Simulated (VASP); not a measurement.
# CdSe (Fm-3m) in VASP: settings compared

CdSe is run at these levels: r2SCAN, HF; tasks: single point, relaxation of cell and atoms.

Everything below comes from runs of VASP 6.6.1. Logs are shortened: lines on timing, memory, paths and dates and some standing lists are left out, and cuts for length are marked.

### Step 1. The cell of the first run

It takes space group Fm-3m (No. 225, cubic). The conventional cell has a = 5.786 Å, b = 5.786 Å, c = 5.786 Å, α = 90.00°, β = 90.00°, γ = 90.00°. Cd (site symmetry m-3m) has 6 Se at 2.89 Å within 3.8 Å. Se (site symmetry m-3m) has 6 Cd at 2.89 Å within 3.8 Å.

### Step 2. Single point, r2SCAN (volume scaled by 1.02)

POSCAR

```
CdSe
1.0
    0.0000000000      2.8929913891      2.8929913891
    2.8929913891      0.0000000000      2.8929913891
    2.8929913891      2.8929913891      0.0000000000
Cd Se
1 1
Direct
    0.0000000000      0.0000000000      0.0000000000
    0.5000000000      0.5000000000      0.5000000000
```

INCAR.step1

```
  ALGO = Normal
  EDIFF = 1E-5
  ENCUT = 550
  GGA = PE
  GGA_COMPAT = False
  ISMEAR = -1
  LASPH = True
  LCHARG = False
  LREAL = False
  LWAVE = True
  NBANDS = 16
  NELM = 120
  PREC = Accurate
  SIGMA = 0.05
```

INCAR.step2

```
  ALGO = Normal
  EDIFF = 1E-6
  ENCUT = 550
  GGA_COMPAT = False
  ISIF = 2
  ISMEAR = -1
  ISTART = 1
  LASPH = True
  LCHARG = False
  LMIXTAU = True
  LREAL = False
  LWAVE = False
  METAGGA = R2SCAN
  NBANDS = 16
  NELM = 120
  PREC = Accurate
  SIGMA = 0.05
```

KPOINTS

```
k-points
0
Gamma
  8 8 8
```

Potentials or basis: VASP PAW PBE potentials, release 64 (Cd, Se).

Launch:

```bash
> cat potpaw_PBE.64/Cd/POTCAR potpaw_PBE.64/Se/POTCAR > POTCAR
> cp INCAR.step1 INCAR
> mpirun -np 1 vasp_std > vasp.out
> cp INCAR.step2 INCAR
> mpirun -np 1 vasp_std > vasp.out
```

OUTCAR:

```text
EDIFF = 1E-6
   ENCUT = 550
   ISIF = 2
   ISMEAR = -1
   ISTART = 1
   LASPH = True
   LREAL = False
   METAGGA = R2SCAN
   NELM = 120
   PREC = Accurate

 ion  position               nearest neighbor table
   1  0.000  0.000  0.000-   2 2.89   2 2.89   2 2.89   2 2.89   2 2.89   2 2.89
   2  0.500  0.500  0.500-   1 2.89   1 2.89   1 2.89   1 2.89   1 2.89   1 2.89

  LATTYP: Found a face centered cubic cell.
 ALAT       =     5.7859827782

  Lattice vectors:

 A1 = (   0.0000000000,   2.8929913891,   2.8929913891)
 A2 = (   2.8929913891,   0.0000000000,   2.8929913891)
 A3 = (   2.8929913891,   2.8929913891,   0.0000000000)

Analysis of symmetry for initial positions (statically):
=====================================================================
 Subroutine PRICEL returns:
 Original cell was already a primitive cell.

 Routine SETGRP: Setting up the symmetry group for a
 face centered cubic supercell.

 Subroutine GETGRP returns: Found 48 space group operations
 (whereof 48 operations were pure point group operations)
 out of a pool of 48 trial point group operations.

The static configuration has the point symmetry O_h .

Analysis of symmetry for dynamics (positions and initial velocities):
=====================================================================
 Subroutine PRICEL returns:
 Original cell was already a primitive cell.

 Routine SETGRP: Setting up the symmetry group for a
 face centered cubic supercell.

 Subroutine GETGRP returns: Found 48 space group operations
 (whereof 48 operations were pure point group operations)
 out of a pool of 48 trial point group operations.

The dynamic configuration has the point symmetry O_h .

 Subroutine INISYM returns: Found 48 space group operations
 (whereof 48 operations are pure point group operations),
 and found     1 'primitive' translations

----------------------------------------------------------------------------------------

                                     Primitive cell

  volume of cell :      48.4252

  direct lattice vectors                    reciprocal lattice vectors
     0.000000000  2.892991389  2.892991389    -0.172831486  0.172831486  0.172831486
     2.892991389  0.000000000  2.892991389     0.172831486 -0.172831486  0.172831486
     2.892991389  2.892991389  0.000000000     0.172831486  0.172831486 -0.172831486

  length of vectors
     4.091307658  4.091307658  4.091307658     0.299352914  0.299352914  0.299352914

  position of ions in fractional coordinates (direct lattice)
     0.000000000  0.000000000  0.000000000
     0.500000000  0.500000000  0.500000000

  ion indices of the primitive-cell ions
   primitive index   ion index
                 1           1
                 2           2

----------------------------------------------------------------------------------------

 KPOINTS: k-points

Automatic generation of k-mesh.
 Grid dimensions read from file:
 generate k-points for:    8    8    8

 Generating k-lattice:

  Cartesian coordinates                     Fractional coordinates (reciprocal lattice)
    -0.021603936  0.021603936  0.021603936     0.125000000  0.000000000  0.000000000
     0.021603936 -0.021603936  0.021603936     0.000000000  0.125000000  0.000000000
     0.021603936  0.021603936 -0.021603936     0.000000000  0.000000000  0.125000000

  Length of vectors
     0.037419114  0.037419114  0.037419114

  Shift w.r.t. Gamma in fractional coordinates (k-lattice)
     0.000000000  0.000000000  0.000000000

 Subroutine IBZKPT returns following result:
 ===========================================

 Found     29 irreducible k-points:

 Following reciprocal coordinates:
            Coordinates               Weight
  0.000000  0.000000  0.000000      1.000000
  0.125000  0.000000  0.000000      8.000000
  0.250000  0.000000  0.000000      8.000000
  0.375000  0.000000  0.000000      8.000000
  0.500000  0.000000  0.000000      4.000000
  0.125000  0.125000  0.000000      6.000000
[... 16 lines left out ...]
  0.500000  0.250000  0.125000     48.000000
 -0.375000  0.250000  0.125000     24.000000
 [... further k-points ...]
   k-points           NKPTS =     29   k-points in BZ     NKDIM =     29   number of bands    NBANDS=     16
   number of dos      NEDOS =    301   number of ions     NIONS =      2
   total plane-waves  NPLWV =  32768
   dimension x,y,z NGX =    32 NGY =   32 NGZ =   32
   dimension x,y,z NGXF=    64 NGYF=   64 NGZF=   64
   ions per type =               1   1
   NGX,Y,Z   is equivalent  to a cutoff of  13.00, 13.00, 13.00 a.u.
   NGXF,Y,Z  is equivalent  to a cutoff of  26.01, 26.01, 26.01 a.u.
 SYSTEM =  unknown system
   PREC   = accura    normal or accurate (medium, high low for compatibility)
   ISTART =      1    job   : 0-new  1-cont  2-samecut
   ICHARG =      0    charge: 1-file 2-atom 10-const
   ISPIN  =      1    spin polarized calculation?
   LNONCOLLINEAR =      F non collinear calculations
   LSORBIT =      F    spin-orbit coupling
   LASPH  =      T    aspherical Exc in radial PAW
   ENCUT  =  550.0 eV  40.42 Ry    6.36 a.u.   7.82  7.82  7.82*2*pi/ulx,y,z
   NELM   =    120;   NELMIN=  2; NELMDL=  0     # of ELM steps
   EDIFF  = 0.1E-05   stopping-criterion for ELM
   LREAL  =      F    real-space projection
   EDIFFG = 0.1E-04   stopping-criterion for IOM
   NSW    =      0    number of steps for IOM
   IBRION =     -1    ionic relax: 0-MD 1-quasi-New 2-CG
   NFREE  =      0    steps in history (QN), initial steepest desc. (CG)
   ISIF   =      2    stress and relaxation
   ISYM   =      2    0-nonsym 1-usesym 2-fastsym
   POTIM  = 0.5000    time-step for ionic-motion
   TEBEG  =    0.0;   TEEND  =   0.0 temperature during run
   PSTRESS=    0.0 pullay stress
   NELECT =      18.0000    total number of electrons
   NUPDOWN=      -1.0000    fix difference up-down
   EMIN   =  10.00;   EMAX   =-10.00  energy-range for DOS
   EFERMI =   0.00;   METHOD = LEGACY
   ISMEAR =    -1;   SIGMA  =   0.05  broadening in eV -4-tet -1-fermi 0-gaus
   EFERMI_NEDOS =   21; number of points for ismear=-14 and -15
   IALGO  =     38    algorithm
   IMIX   =      4    mixing-type and parameters
     AMIX     =   0.40;   BMIX     =  1.00
     AMIX_MAG =   1.60;   BMIX_MAG =  1.00
  volume/ion in A,a.u.               =      24.21       163.39
  Fermi-wavevector in a.u.,A,eV,Ry     =   1.177087  2.224372 18.851329  1.385534
  Thomas-Fermi vector in A             =   2.313440
   LORBIT       =      0    0 simple, 1 ext, 2 COOP (PROOUT), +10 PAW based schemes
   METAGGA = R2SCAN    functional components
   LHFCALC =     F    Hartree Fock is set to
   AEXX    =    0.0000 exact exchange contribution
   IVDW    =     0    specifies the selected vdW correction
   LEPSILON=     F    determine dielectric tensor
   LRPA    =     F    only Hartree local field effects (RPA)
 non-spin polarized calculation
  energy-cutoff  :      550.00
  volume of cell :       48.43
 maximum number of plane-waves:      1428
   NGX = 15   NGY = 15   NGZ = 15

 number of electron      18.0000001 magnetization

 Free energy of the ion-electron system (eV)
  ---------------------------------------------------
  ext. energy  EPLUGINS =         0.00000000
  ---------------------------------------------------
  free energy    TOTEN  =       -35.68311850 eV

  energy without entropy =      -35.68085051  energy(sigma->0) =      -35.68198450

 E-fermi :   1.9201     XC(G=0): -10.4022

 val. band max:        1.8223003416   @ k =   0.5000   0.5000   0.0000
 cond. band min:       2.4248663926   @ k =   0.0000   0.0000   0.0000
 fundamental gap:      0.6025660509
 Fermi energy:         1.9200902621

 k-point     1 :       0.0000    0.0000    0.0000
  band No.  band energies     occupation
      1     -11.3500      2.00000
      2      -6.3250      2.00000
      3      -6.3250      2.00000
      4      -6.3111      2.00000
      5      -6.3111      2.00000
      6      -6.3111      2.00000
[... 8 lines left out ...]
     15      12.2773      0.00000
     16      12.2773      0.00000

 k-point     2 :       0.1250    0.0000    0.0000
  band No.  band energies     occupation
      1     -11.2411      2.00000
      2      -6.3558      2.00000
      3      -6.3558      2.00000
      4      -6.3189      2.00000
      5      -6.2944      2.00000
      6      -6.2944      2.00000
[... 8 lines left out ...]
     15      11.7577      0.00000
     16      12.0512      0.00000

 k-point     3 :       0.2500    0.0000    0.0000
  band No.  band energies     occupation
      1     -10.9540      2.00000
      2      -6.4319      2.00000
      3      -6.4319      2.00000
      4      -6.3468      2.00000
      5      -6.2504      2.00000
      6      -6.2504      2.00000
[... 8 lines left out ...]
     15      12.5776      0.00000
     16      12.5776      0.00000

 k-point     4 :       0.3750    0.0000    0.0000
  band No.  band energies     occupation
      1     -10.6221      2.00000
      2      -6.5061      2.00000
      3      -6.5061      2.00000
      4      -6.3973      2.00000
      5      -6.2056      2.00000
      6      -6.2056      2.00000
[... 8 lines left out ...]
     15      14.0424      0.00000
     16      14.0424      0.00000
[... 324 lines left out ...]
 k-point    22 :       0.3750    0.2500    0.1250
  band No.  band energies     occupation
      1     -10.7940      2.00000
      2      -6.4356      2.00000
      3      -6.3781      2.00000
      4      -6.3449      2.00000
      5      -6.2375      2.00000
      6      -6.1957      2.00000
[... 8 lines left out ...]
     15      14.9335      0.00000
     16      15.0988      0.00000

 k-point    23 :       0.5000    0.2500    0.1250
  band No.  band energies     occupation
      1     -10.5754      2.00000
      2      -6.4538      2.00000
      3      -6.3722      2.00000
      4      -6.3406      2.00000
      5      -6.1996      2.00000
      6      -6.1404      2.00000
[... 8 lines left out ...]
     15      15.0732      0.00000
     16      15.7269      0.00000

 k-point    24 :      -0.3750    0.2500    0.1250
  band No.  band energies     occupation
      1     -10.4799      2.00000
      2      -6.4780      2.00000
      3      -6.3505      2.00000
      4      -6.3349      2.00000
      5      -6.1778      2.00000
      6      -6.1133      2.00000
[... 8 lines left out ...]
     15      13.5672      0.00000
     16      16.3610      0.00000

 [... further k-points ...]

------------------------ aborting loop because EDIFF is reached ----------------------------------------

  FORCE on cell =-STRESS in cart. coord.  units (eV):
  Direction    XX          YY          ZZ          XY          YZ          ZX
  --------------------------------------------------------------------------------------
  -------------------------------------------------------------------------------------
  Total       -0.8952423     -0.8952423     -0.8952423     -0.0000000     -0.0000000      0.0000000
  in kB      -29.6196400    -29.6196400    -29.6196400     -0.0000000     -0.0000000      0.0000000
  external PRESSURE =     -29.6196400 kB  Pullay stress =       0.0000000 kB

 VOLUME and BASIS-vectors are now :
 -----------------------------------------------------------------------------
  energy-cutoff  :      550.00
  volume of cell :       48.43
      direct lattice vectors                 reciprocal lattice vectors
     0.000000000  2.892991389  2.892991389    -0.172831486  0.172831486  0.172831486
     2.892991389  0.000000000  2.892991389     0.172831486 -0.172831486  0.172831486
     2.892991389  2.892991389  0.000000000     0.172831486  0.172831486 -0.172831486

 POSITION                                       TOTAL-FORCE (eV/Angst)
 -----------------------------------------------------------------------------------
      0.00000      0.00000      0.00000         0.000000      0.000000      0.000000
      2.89299      2.89299      2.89299         0.000000      0.000000      0.000000
 -----------------------------------------------------------------------------------
    total drift:                                0.000000     -0.000000     -0.000000

  FREE ENERGIE OF THE ION-ELECTRON SYSTEM (eV)
  ---------------------------------------------------
  free  energy   TOTEN  =       -35.6831185014 eV

  energy  without entropy=      -35.6808505078  energy(sigma->0) =      -35.68198450
```

It took 99 s on 1 thread of Intel Xeon 8259CL, shared host; peak memory 0.2 GiB.

Results:

```
Free energy : -35.6831 eV
Pressure    : -3.0 GPa
```

Caveat: the PAW data sets were made with another functional, which shifts forces and pressure a little.

### Step 3. Single point, r2SCAN (volume scaled by 1.04)

POSCAR

```
CdSe
1.0
    0.0000000000      2.9117775739      2.9117775739
    2.9117775739      0.0000000000      2.9117775739
    2.9117775739      2.9117775739      0.0000000000
Cd Se
1 1
Direct
    0.0000000000      0.0000000000      0.0000000000
    0.5000000000      0.5000000000      0.5000000000
```

INCAR.step1

```
  ALGO = Normal
  EDIFF = 1E-5
  ENCUT = 550
  GGA = PE
  GGA_COMPAT = F
  ISMEAR = -1
  LASPH = T
  LCHARG = F
  LREAL = F
  LWAVE = T
  NBANDS = 16
  NELM = 120
  PREC = Accurate
  SIGMA = 0.05
```

INCAR.step2

```
  ALGO = Normal
  EDIFF = 1E-6
  ENCUT = 550
  GGA_COMPAT = F
  ISIF = 2
  ISMEAR = -1
  ISTART = 1
  LASPH = T
  LCHARG = F
  LMIXTAU = T
  LREAL = F
  LWAVE = F
  METAGGA = R2SCAN
  NBANDS = 16
  NELM = 120
  PREC = Accurate
  SIGMA = 0.05
```

KPOINTS is that of step 2.

Potentials or basis: VASP PAW PBE potentials, release 64 (Cd, Se).

Launch:

```bash
> cat potpaw_PBE.64/Cd/POTCAR potpaw_PBE.64/Se/POTCAR > POTCAR
> cp INCAR.step1 INCAR
> mpirun -np 1 vasp_std > vasp.out
> cp INCAR.step2 INCAR
> mpirun -np 1 vasp_std > vasp.out
```

Run time: 2.1 min. Hardware: 1 thread of Intel Xeon 8259CL, shared host; peak memory 0.2 GiB.

The run converged. Its results:

```yaml
Free_energy: -35.6626 eV
Pressure: -4.0 GPa
```

Levels at points of the mesh, in eV from the Fermi level:
| k point | band 6 | band 7 | band 8 | band 9 | band 10 | band 11 | band 12 | band 13 |
| --- | --- | --- | --- | --- | --- | --- | --- | --- |
| (0.00, 0.00, 0.00) | -8.21 | -0.65 | -0.65 | -0.65 | 0.43 | 9.03 | 9.03 | 9.03 |
| (0.50, 0.00, 0.00) | -8.09 | -4.83 | -0.16 | -0.16 | 3.49 | 5.71 | 5.71 | 6.10 |
| (0.50, 0.50, 0.00) | -7.59 | -3.97 | -2.02 | -2.02 | -0.10 | 5.83 | 10.12 | 10.76 |

Caveat: the PAW data sets were made with another functional, which shifts forces and pressure a little.

### Step 4. Single point, r2SCAN (volume scaled by 1.06)

POSCAR

```
CdSe
1.0
    0.0000000000      2.9303244279      2.9303244279
    2.9303244279      0.0000000000      2.9303244279
    2.9303244279      2.9303244279      0.0000000000
Cd Se
1 1
Direct
    0.0000000000      0.0000000000      0.0000000000
    0.5000000000      0.5000000000      0.5000000000
```

INCAR.step1

```
ALGO     = Normal         # electronic algorithm
EDIFF    = 1E-5           # SCF threshold, eV
ENCUT    = 550            # plane-wave cutoff, eV
GGA      = PE             # functional
GGA_COMPAT= False        
ISMEAR   = -1             # smearing method
LASPH    = True           # aspherical terms in the spheres
LCHARG   = False          # write CHGCAR
LREAL    = False          # projectors in reciprocal space
LWAVE    = True           # write WAVECAR
NBANDS   = 16             # bands
NELM     = 120            # most SCF steps
PREC     = Accurate       # precision mode
SIGMA    = 0.05           # smearing width, eV
```

INCAR.step2

```
ALGO     = Normal         # electronic algorithm
EDIFF    = 1E-6           # SCF threshold, eV
ENCUT    = 550            # plane-wave cutoff, eV
GGA_COMPAT= False        
ISIF     = 2              # what is computed and relaxed
ISMEAR   = -1             # smearing method
ISTART   = 1            
LASPH    = True           # aspherical terms in the spheres
LCHARG   = False          # write CHGCAR
LMIXTAU  = True         
LREAL    = False          # projectors in reciprocal space
LWAVE    = False          # write WAVECAR
METAGGA  = R2SCAN         # meta-GGA
NBANDS   = 16             # bands
NELM     = 120            # most SCF steps
PREC     = Accurate       # precision mode
SIGMA    = 0.05           # smearing width, eV
```

KPOINTS is that of step 3.

Launch:

```bash
> cat potpaw_PBE.64/Cd/POTCAR potpaw_PBE.64/Se/POTCAR > POTCAR
> cp INCAR.step1 INCAR
> mpirun -np 1 vasp_std > vasp.out
> cp INCAR.step2 INCAR
> mpirun -np 1 vasp_std > vasp.out
```

Wall time 1.9 min (1 thread of Intel Xeon 8259CL, shared host); peak memory 0.2 GiB.

It converged, with:

```
Free energy : -35.6364 eV
Pressure    : -4.9 GPa
```

Levels at points of the mesh, in eV from the Fermi level:
| k point | band 6 | band 7 | band 8 | band 9 | band 10 | band 11 | band 12 | band 13 |
| --- | --- | --- | --- | --- | --- | --- | --- | --- |
| (0.00, 0.00, 0.00) | -8.18 | -0.63 | -0.63 | -0.63 | 0.35 | 9.01 | 9.01 | 9.01 |
| (0.50, 0.00, 0.00) | -8.07 | -4.74 | -0.17 | -0.17 | 3.50 | 5.71 | 5.71 | 5.95 |
| (0.50, 0.50, 0.00) | -7.60 | -3.85 | -1.96 | -1.96 | -0.10 | 5.85 | 9.97 | 10.61 |

Caveat: the PAW data sets were made with another functional, which shifts forces and pressure a little.

[end of part 1 of 2]
